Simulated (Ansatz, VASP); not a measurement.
One calculation of MnPt2, two programs

File INCAR:

```
PREC = Accurate
ENCUT = 520
EDIFF = 1E-6
ISMEAR = 1
SIGMA = 0.056
LREAL = False
LASPH = True
NELM = 150
ALGO = Normal
ISIF = 2
LWAVE = False
LCHARG = False
ISPIN = 2
MAGMOM = 4.21 0.41 0.41
LORBIT = 11
LMAXMIX = 4
GGA = PE
NBANDS = 28
```

The input KPOINTS:

```
Automatic mesh
0
Gamma
  6 6 2
```

Contents of POSCAR:

```
MnPt2
1.0
    2.8584044518      0.0000000000      0.0000000000
   -1.4292022259      2.4754508696      0.0000000000
    0.0000000000      0.0000000000      6.5325040000
Mn Pt
1 2
Direct
    0.0000000000      0.0000000000      0.0000000000
    0.3333333333      0.6666666667      0.6837940000
    0.6666666667      0.3333333333      0.3162060000
```

Input for Ansatz:

```yaml
crystal:
  lattice:
    - [2.8584044518, 0.0, 0.0]
    - [-1.4292022259, 2.4754508696, 0.0]
    - [0.0, 0.0, 6.532504]
  atoms:
    - { symbol: Mn, position: [0.0, 0.0, 0.0], spin: 4.21 }
    - { symbol: Pt, position: [0.3333333333, 0.6666666667, 0.683794], spin: 0.41 }
    - { symbol: Pt, position: [0.6666666667, 0.3333333333, 0.316206], spin: 0.41 }
basis:
  ecutwfc: 420
kpoints:
  mp_grid: { grid: [6, 6, 2] }
hamiltonian:
  xc: pbe
scf:
  occupations: { method: cold, width: 0.056 }
  lower_state_search: "off"
output:
  forces: true
  stress: true
  eigenvalues: true
  populations: true
magnetization:
  spin_polarized: true
```

Alike in both runs: task single point; functional PBE; k mesh 6 × 6 × 2; collinear spin.

```csv
,VASP,Ansatz
version,VASP 6.6.1,Ansatz 0.2.0
potentials or method,"VASP PAW PBE potentials, release 64 (Mn_pv, Pt), cutoff 520 eV","scalar-relativistic, plane waves, PAW"
occupations,"methfessel-paxton of order 1, width 0.056 eV","cold, width 0.056 eV"
valence electrons in the cell,33,51
```

|  | VASP | Ansatz | Ansatz less VASP |
| --- | --- | --- | --- |
| gap on the k mesh at the Fermi level (eV) | none | none | - |
| pressure (GPa) | -0.3 | -0.1 | +0.21 |
| traceless stress, the component that is largest in VASP (GPa) | 1.95 | 1.76 | -0.194 |
| rms of the force components (eV/Å) | 0.001 | 0.004 | +0.0021 |
| net moment per atom (μB) | 1.59 | 1.59 | 0.000 |
| size of the moment on the site where the two differ most (μB) | 3.85 | 3.82 | -0.024 |

Site moments also hang on the region over which each program counts them. Atom by atom the forces differ by 0.005 eV/Å (rms over components). A gap of «none» marks a metal or a gap that the smearing closes. VASP's potentials hold 33 valence electrons a cell and Ansatz's 51, so a difference there can come from the potentials and not from the codes. Ansatz's warnings: stability check not made.

The k mesh is coarse, so the values compare programs but aren't converged. Neither program's run includes spin-orbit coupling.
